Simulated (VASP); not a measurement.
## SrTiO3: single point with r2SCAN

Crystal: SrTiO3.

```
Sr Ti O
1.0
     3.89141    0.00000    0.00000
     0.00000    3.89141    0.00000
     0.00000    0.00000    3.89141
Sr Ti O
1 1 3
Direct
  0.00000 0.00000 0.00000
  0.50000 0.50000 0.50000
  0.50000 0.50000 0.00000
  0.00000 0.50000 0.50000
  0.50000 0.00000 0.50000
```

| Item | Value |
| --- | --- |
| Program | VASP 6.6.1 |
| Task | single point |
| Functional | r2SCAN |
| Potentials or basis | VASP PAW PBE potentials, release 64 (Sr_sv, Ti_sv, O) |
| Cutoff | 520 eV |
| k mesh | 6 × 6 × 6 |
| Occupations | fermi-dirac, width 0.05 eV |
| Spin | no spin polarisation |
| Dipole correction | no |
| Further INCAR settings | ALGO = Normal; EDIFF = 1e-07; NBANDS = 28 |

The pressure is 3.3 GPa and the band gap on the k mesh is 2.30 eV, indirect (least direct gap 2.68 eV).

Levels at points of the mesh, in eV from the valence-band top:
```csv
k point,band 16,band 17,band 18,band 19,band 20,band 21,band 22,band 23,band 24,band 25
"(0.00, 0.00, 0.00)",-1.23,-1.23,-0.38,-0.38,-0.38,2.30,2.30,2.30,4.68,4.68
"(0.50, 0.00, 0.00)",-2.39,-2.39,-2.04,-0.77,-0.77,2.47,4.24,4.24,4.69,7.05
"(0.50, 0.50, 0.00)",-2.90,-1.79,-1.62,-1.62,-0.09,4.25,4.25,4.74,5.74,8.62
"(0.50, 0.50, 0.50)",-3.83,-3.83,0.00,0.00,0.00,4.96,4.96,4.96,7.68,7.68
```

It took 2.5 min on 1 thread of Intel(R) Xeon(R) Platinum 8488C (Sapphire Rapids) (shared host), peak memory 0.19 GiB.

Caveat: the PAW data sets were made with another functional, which shifts forces and pressure a little. r2SCAN opens gaps a little over a GGA but as a rule still falls short of measured ones.
